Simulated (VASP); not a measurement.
Set up this calculation in VASP 6.6.1, as the native input.

```yaml
Task: single point
Functional: r2SCAN
Potentials_or_basis: VASP PAW PBE potentials, release 64 (Al, Cu)
Cutoff: 520 eV
k_mesh: 18 × 18 × 18
Occupations: gaussian, width 0.1 eV
Spin: no spin polarisation
Dipole_correction: no
Further_INCAR_settings: ALGO = Normal; EDIFF = 1e-06; NBANDS = 18
```

Crystal: Al3Cu.

```
CELL_PARAMETERS angstrom
3.92415 0.00000 0.00000
0.00000 3.92415 0.00000
0.00000 0.00000 3.92415
ATOMIC_POSITIONS crystal
Al 0.00000 0.50000 0.50000
Al 0.50000 0.00000 0.50000
Al 0.50000 0.50000 0.00000
Cu 0.00000 0.00000 0.00000
```

One way to write it, as run:

POSCAR

```
Al3Cu
1.0
    3.9241510000      0.0000000000      0.0000000000
    0.0000000000      3.9241510000      0.0000000000
    0.0000000000      0.0000000000      3.9241510000
Al Cu
3 1
Direct
    0.0000000000      0.5000000000      0.5000000000
    0.5000000000      0.0000000000      0.5000000000
    0.5000000000      0.5000000000      0.0000000000
    0.0000000000      0.0000000000      0.0000000000
```

INCAR.step1

```
SYSTEM = Al3Cu
PREC = Accurate ; ENCUT = 520
ISMEAR = 0 ; SIGMA = 0.1
LREAL = .FALSE. ; LASPH = .TRUE.
NELM = 60 ; NBANDS = 18
GGA = PE ; ALGO = Normal
EDIFF = 1E-4 ; LWAVE = .TRUE.
LCHARG = .FALSE.
```

INCAR.step2

```
SYSTEM = Al3Cu
PREC = Accurate ; ENCUT = 520
EDIFF = 1E-6 ; ISMEAR = 0
SIGMA = 0.1 ; LREAL = .FALSE.
LASPH = .TRUE. ; NELM = 60
ALGO = Normal ; ISIF = 2
LWAVE = .FALSE. ; LCHARG = .FALSE.
METAGGA = R2SCAN ; LMIXTAU = .TRUE.
NBANDS = 18 ; ISTART = 1
```

KPOINTS

```
regular mesh
0
G
  18 18 18
  0 0 0
```

Potentials or basis: VASP PAW PBE potentials, release 64 (Al, Cu).

The run is started by

```console
$ cat potpaw_PBE.64/Al/POTCAR potpaw_PBE.64/Cu/POTCAR > POTCAR
$ cp INCAR.step1 INCAR
$ mpirun -np 1 vasp_std > vasp.out
$ cp INCAR.step2 INCAR
$ mpirun -np 1 vasp_std > vasp.out
```

It gave:

| Quantity | Value |
| --- | --- |
| Pressure | -2.9 GPa |
| Band gap on the k mesh | zero (bands 10 and 11 overlap by 4.22 eV) |

Caveat: the PAW data sets were made with another functional, which shifts forces and pressure a little.

It took 14 min on 1 thread of Intel(R) Xeon(R) 6975P-C (Granite Rapids), with other jobs on the host, peak memory 0.34 GiB.
